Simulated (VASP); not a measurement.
Here is a VASP 6.6.1 calculation.

File INCAR:

```
PREC     = Accurate       # precision mode
ENCUT    = 520            # plane-wave cutoff, eV
EDIFF    = 1E-7           # SCF threshold, eV
ISMEAR   = 0              # smearing method
SIGMA    = 0.1            # smearing width, eV
LREAL    = F              # projectors in reciprocal space
LASPH    = T              # aspherical terms in the spheres
NELM     = 80             # most SCF steps
ALGO     = Normal         # electronic algorithm
ISIF     = 2              # what is computed and relaxed
LWAVE    = F              # write WAVECAR
LCHARG   = F              # write CHGCAR
LDIPOL   = T            
IDIPOL   = 3            
DIPOL    = 0.5 0.5 0.317
GGA      = PE             # functional
NBANDS   = 54             # bands
```

KPOINTS

```
Automatic mesh
0
Gamma
  4 5 1
```

File POSCAR:

```
Sc8H
1.0
    6.6389479791      0.0000000000      0.0000000000
    0.0000000000      5.1626219083      0.0000000000
    0.0000000000      0.0000000000     19.1132872497
Sc H
8 1
Direct
    0.0000000000      0.7500000000      0.2092784955
    0.5000000000      0.7500000000      0.2092784955
    0.2500000000      0.2500000000      0.2594137541
    0.7500000000      0.2500000000      0.2594137541
    0.2500000000      0.7500000000      0.3452852846
    0.7500000000      0.7500000000      0.3452852846
    0.0000000000      0.2500000000      0.3983243254
    0.5000000000      0.2500000000      0.3983243254
    0.2500000000      0.5000000000      0.4288163117
```

Potentials or basis: VASP PAW PBE potentials, release 64 (Sc_sv, H).

Launch:

```sh
$ cat potpaw_PBE.64/Sc_sv/POTCAR potpaw_PBE.64/H/POTCAR > POTCAR
$ mpirun -np 1 vasp_std > vasp.out
```

Question: Estimate the band gap on the k mesh.

Answer: Zero (an odd number of electrons rules out a gap without spin polarisation).

Question: Estimate the largest force.

Answer: 0.690 eV/Å.

Forces on the atoms (eV/Å):
```
Sc  -0.090 -0.036 -0.268
Sc   0.090 -0.036 -0.268
Sc   0.000 -0.018 -0.042
Sc   0.000  0.031  0.126
Sc   0.000 -0.208  0.319
Sc   0.000  0.050 -0.106
Sc   0.620  0.278  0.120
Sc  -0.620  0.278  0.120
H    0.000 -0.339 -0.001
```
